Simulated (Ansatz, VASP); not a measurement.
# Two plane-wave programs on Ru

```
Ru
1.0
     2.67753    0.00000    0.00000
    -1.33877    2.31881    0.00000
     0.00000    0.00000    4.21813
Ru
2
Direct
  0.33333 0.66667 0.25000
  0.66667 0.33333 0.75000
```

Alike in both runs: task single point; functional LDA; k mesh 13 × 13 × 8; occupations fermi-dirac, width 0.1 eV; no spin polarisation.

|  | VASP | Ansatz |
| --- | --- | --- |
| version | VASP 6.6.1 | Ansatz 0.2.0 |
| potentials or method | VASP PAW LDA potentials, release 64 (Ru_pv), cutoff 520 eV | plane waves (420 eV) with PAW, scalar-relativistic |
| valence electrons in the cell | 28 | 32 |

```tsv
	VASP	Ansatz	Ansatz less VASP
pressure (GPa)	1.0	0.0	-0.99
traceless stress, the component that is largest in VASP (GPa)	0.06	0.00	-0.062
```

Ansatz warns that its potentials were made for another functional, while VASP's fit it. LDA's correlation is that of Perdew and Zunger in VASP and of Perdew and Wang (1992) in Ansatz. VASP's potentials hold 28 valence electrons a cell and Ansatz's 32, so a difference there can come from the potentials and not from the codes.
